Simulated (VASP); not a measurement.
## Si8HO16 (a cell with a defect): single point with PBE+D3(BJ)

The system is Si8HO16 (a cell with a defect).

```
CELL_PARAMETERS angstrom
-4.11800 -4.11800 0.00000
4.11800 -4.11800 0.00000
0.00000 0.00000 5.29800
ATOMIC_POSITIONS crystal
Si 0.63167 0.49203 0.07110
Si 0.99988 0.47921 0.32044
Si 0.54711 0.46020 0.59077
Si 0.99649 0.51094 0.74183
Si 0.05187 0.99473 0.05810
Si 0.48910 0.03868 0.35383
Si 0.01616 0.88530 0.54583
Si 0.50832 0.03991 0.86606
O 0.23650 0.52659 0.02373
O 0.94654 0.20341 0.25685
O 0.82959 0.49693 0.10585
O 0.98562 0.79034 0.16842
O 0.14558 0.47746 0.54649
O 0.95068 0.19138 0.84481
O 0.81132 0.55372 0.40019
O 0.95141 0.68978 0.77542
O 0.71439 0.08488 0.96725
O 0.50279 0.64828 0.35115
O 0.33887 0.00127 0.03445
O 0.51799 0.31180 0.26478
O 0.64841 0.06883 0.58441
O 0.59066 0.74210 0.71625
O 0.26937 0.02835 0.58603
O 0.55777 0.30435 0.70700
H 0.34252 0.46479 0.49534
```

| Property | Result |
| --- | --- |
| Program | VASP 6.6.1 |
| Task | single point |
| Functional | PBE |
| Dispersion | D3(BJ) |
| Potentials or basis | VASP PAW PBE potentials, release 64 (Si, O, H) |
| Cutoff | 520 eV |
| k mesh | 2 × 2 × 2 |
| Occupations | fermi-dirac, width 0.05 eV |
| Spin | collinear spin |
| Starting moments | [0.0, 0.0, 0.0, 0.0, 0.0, 0.0, 0.0, 0.0, 0.0, 0.0, 0.0, 0.0, 0.0, 0.0, 0.0, 0.0, 0.0, 0.0, 0.0, 0.0, 0.0, 0.0, 0.0, 0.0, 1.0] μB |

```
Pressure                                              : 185.0 GPa
Largest force                                         : 80.787 eV/Å
Net moment                                            : 0.04 μB per cell
Site moments                                          : Si +0.00, -0.00, +0.03, -0.07 (each value once); O +0.00, -0.01, -0.02, +0.03, +0.02, +0.01, -0.00 (each value once); H +0.05 μB
Valence electrons inside the program's atomic spheres : Si 2.21, 2.31, 2.54, 2.67, 1.82, 1.59, 1.47, 2.17; O 4.98, 5.23, 5.92, 5.38, 5.62, 5.10, 5.65, 5.44, 5.13, 5.51, 5.34, 5.32, 5.08, 5.17, 5.88 (each value once); H 0.71
Dispersion energy per atom                            : -0.246 eV
```

Forces in eV/Å, atoms in the order of the input:
```
Si   40.821  37.349  -8.971
Si  -30.002 -11.343 -22.010
Si   44.585 -50.332 -40.486
Si  -61.607  45.215   8.624
Si   12.073 -10.721  -4.812
Si   -2.163   2.296  -3.044
Si    5.921  -1.638  -0.884
Si   -3.140   3.172 -23.099
O    -1.345   1.822  -0.927
O    -6.689  -0.784   4.673
O   -31.042 -29.268 -12.952
O    -4.459   5.496   9.157
O   -13.507  -8.160  -7.231
O    -4.130  -8.686  -7.481
O    24.739  10.616  30.043
O    67.180 -43.453  11.191
O    -9.134  -5.298  16.139
O     8.545  -0.869  -4.892
O     9.114  13.184  13.293
O    -2.397   5.596   2.093
O   -12.631   1.058  -7.318
O    -0.551   4.937   6.255
O    -0.507   0.791  -1.853
O   -33.711  36.317  47.509
H     4.037   2.705  -3.015
```

Stress tensor (GPa, compression positive):
```
221.30   8.20  -6.89
  8.20 177.50   5.47
 -6.89   5.47 156.09
```

Levels at points of the mesh, in eV from the Fermi level:
Spin up:
```
           k point  band 62  band 63  band 64  band 65  band 66  band 67
(0.00, 0.00, 0.00)    -1.57    -1.24    -0.44    -0.27     0.03     1.17
(0.50, 0.00, 0.00)    -1.35    -1.30    -0.63     0.01     0.34     0.65
(0.00, 0.50, 0.00)    -1.69    -1.29    -0.26    -0.11     0.20     1.41
(0.50, 0.50, 0.00)    -1.77    -1.44    -0.28     0.24     0.36     1.31
(0.00, 0.00, 0.50)    -1.37    -1.18    -0.44     0.01     0.41     1.42
(0.50, 0.00, 0.50)    -1.44    -1.00    -0.50     0.18     0.41     1.55
(0.00, 0.50, 0.50)    -1.67    -1.36    -0.23    -0.08     0.14     2.01
(0.50, 0.50, 0.50)    -1.61    -1.49    -0.45     0.13     0.39     1.97
```
Spin down:
```csv
k point,band 61,band 62,band 63,band 64,band 65,band 66,band 67,band 68
"(0.00, 0.00, 0.00)",-1.72,-1.55,-1.25,-0.35,-0.29,0.06,1.16,1.32
"(0.50, 0.00, 0.00)",-1.70,-1.34,-1.30,-0.65,0.22,0.26,0.62,1.59
"(0.00, 0.50, 0.00)",-2.02,-1.69,-1.28,-0.31,-0.08,0.33,1.42,1.79
"(0.50, 0.50, 0.00)",-1.92,-1.75,-1.43,-0.22,0.04,0.61,1.34,1.74
"(0.00, 0.00, 0.50)",-1.63,-1.37,-1.18,-0.36,-0.01,0.49,1.40,1.96
"(0.50, 0.00, 0.50)",-1.74,-1.44,-1.00,-0.45,0.16,0.50,1.53,2.06
"(0.00, 0.50, 0.50)",-2.07,-1.66,-1.35,-0.25,-0.06,0.27,1.94,2.16
"(0.50, 0.50, 0.50)",-2.05,-1.59,-1.48,-0.40,0.10,0.48,1.95,2.19
```

Run time: 6.6 min on 1 thread of Intel(R) Xeon(R) 6975P-C (Granite Rapids), with other jobs on the host, peak memory 0.45 GiB.

Caveat: the k points lie up to 0.59 Å⁻¹ apart; atoms lie so close that the PAW spheres overlap strongly, which falsifies energies and pressures.
